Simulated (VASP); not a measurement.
GaAs: single point with r2SCAN

**The experiment to reproduce.**

From “Evidence of valence band perturbations in GaAsN/GaAs(001): A combined variable-angle spectroscopic ellipsometry and modulated photoreflectance investigation”, 2008, arxiv:0805.2212, for a bulk crystal of GaAs at 300 K: band gap 1.412 ± 0.01 eV (direct).

The system is GaAs.

```
CELL_PARAMETERS angstrom
0.00000 2.83308 2.83308
2.83308 0.00000 2.83308
2.83308 2.83308 0.00000
ATOMIC_POSITIONS crystal
Ga 0.00000 0.00000 0.00000
As 0.25000 0.25000 0.25000
```

* Program: VASP 6.6.1
* Task: single point
* Functional: r2SCAN
* Potentials or basis: VASP PAW PBE potentials, release 64 (Ga_d, As)
* Cutoff: 550 eV
* k mesh: 6 × 6 × 6, shifted
* Occupations: gaussian, width 0.01 eV
* Spin: no spin polarisation
* Dipole correction: no
* Further INCAR settings: ALGO = Normal; EDIFF = 1e-06; NBANDS = 16; ISYM = 0

```
Pressure               : 0.1 GPa
Band gap on the k mesh : 1.51 eV (least direct gap 1.82 eV)
```

Levels at points of the mesh, in eV from the valence-band top:
| k point | band 7 | band 8 | band 9 | band 10 | band 11 | band 12 |
| --- | --- | --- | --- | --- | --- | --- |
| (0.00, 0.00, 0.08) | -1.02 | 0.00 | 0.00 | 1.82 | 4.33 | 4.33 |

Wall time 27 min on 1 thread of AMD EPYC 7R13, with other jobs on the host, peak memory 0.44 GiB.

Measured direct gap of GaAs: 1.412 eV (direct; 300 K; “Evidence of valence band perturbations in GaAsN/GaAs(001): A combined variable-angle spectroscopic ellipsometry and modulated photoreflectance investigation”, 2008, arxiv:0805.2212). This calculation gives 1.82 eV (+0.40 eV). 3 values of this kind are on record (1.412 to 1.51 eV); this one was drawn at random among those near their median, those with a stated uncertainty first. Spin-orbit coupling on As, Ga is left out. The value is that of r2SCAN on a finite k mesh, which can miss the band edges, without temperature or zero-point motion.

Caveat: the PAW data sets were made with another functional, which shifts forces and pressure a little; a shifted mesh leaves out Γ, where band edges can lie.
